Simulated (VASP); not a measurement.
A run of VASP 6.6.1:

File INCAR:

```
PREC     = Accurate       # precision mode
ENCUT    = 520            # plane-wave cutoff, eV
EDIFF    = 1E-7           # SCF threshold, eV
ISMEAR   = 0              # smearing method
SIGMA    = 0.2            # smearing width, eV
LREAL    = False          # projectors in reciprocal space
LASPH    = True           # aspherical terms in the spheres
NELM     = 80             # most SCF steps
ALGO     = Normal         # electronic algorithm
ISIF     = 2              # what is computed and relaxed
LWAVE    = False          # write WAVECAR
LCHARG   = True           # write CHGCAR
GGA      = PE             # functional
LELF     = True           # ELF
LVHAR    = True         
NBANDS   = 16             # bands
```

Contents of KPOINTS:

```
regular mesh
0
Gamma
  6 6 6
```

POSCAR

```
GaSb
1.0
    0.0000000000      3.1037485058      3.1037485058
    3.1037485058      0.0000000000      3.1037485058
    3.1037485058      3.1037485058      0.0000000000
Ga Sb
1 1
Direct
    0.0000000000      0.0000000000      0.0000000000
    0.2500000000      0.2500000000      0.2500000000
```

Potentials or basis: VASP PAW PBE potentials, release 64 (Ga_d, Sb).

Run with:

```sh
$ cat potpaw_PBE.64/Ga_d/POTCAR potpaw_PBE.64/Sb/POTCAR > POTCAR
$ mpirun -np 1 vasp_std > vasp.out
```

Hardware: 1 thread of Intel Xeon 8259CL, with other jobs on the host.

Estimate the wall time of this run.

Wall time 32 s on 1 thread of Intel Xeon 8259CL, with other jobs on the host, peak memory 0.2 GiB. Counts: scf iterations 14, k points 16.
